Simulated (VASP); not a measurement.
A run of VASP 6.6.1:

POSCAR

```
Si
1.0
    2.7154700000     -2.7154700000      0.0000000000
    2.7154700000      0.0000000000     -2.7154700000
    6.2969654038      6.2969654038      6.2969654038
Si
6
Direct
    0.6666666667      0.6666666667      0.4671421783
    1.0000000000      0.0000000000      0.1796523769
    0.3333333333      0.3333333333      0.7546319797
    0.6666666667      0.6666666667      0.6827595293
    1.0000000000      1.0000000000      0.3952697279
    0.3333333333      0.3333333333      0.1077799265
```

File INCAR.step1:

```
  PREC = Accurate
  ENCUT = 520
  ISMEAR = 0
  SIGMA = 0.05
  LREAL = False
  LASPH = True
  NELM = 100
  NBANDS = 21
  GGA = PE
  ALGO = Normal
  EDIFF = 1E-4
  LWAVE = True
  LCHARG = False
```

INCAR.step2

```
  PREC = Accurate
  ENCUT = 520
  EDIFF = 1E-6
  ISMEAR = 0
  SIGMA = 0.05
  LREAL = False
  LASPH = True
  NELM = 100
  ALGO = Normal
  ISIF = 2
  LWAVE = False
  LCHARG = False
  METAGGA = R2SCAN
  LMIXTAU = True
  NBANDS = 21
  ISTART = 1
```

Contents of KPOINTS:

```
Automatic mesh
0
Gamma
  8 8 3
```

Potentials or basis: VASP PAW PBE potentials, release 64 (Si).

Run with:

```console
$ cat potpaw_PBE.64/Si/POTCAR > POTCAR
$ cp INCAR.step1 INCAR
$ mpirun -np 1 vasp_std > vasp.out
$ cp INCAR.step2 INCAR
$ mpirun -np 1 vasp_std > vasp.out
```

Hardware: 1 thread of Intel Xeon 8259CL (shared host).

Task: How long does it take, and how much memory?

Result: Wall time 7 min on 1 thread of Intel Xeon 8259CL (shared host), peak memory 0.26 GiB. Counts: k points 25.
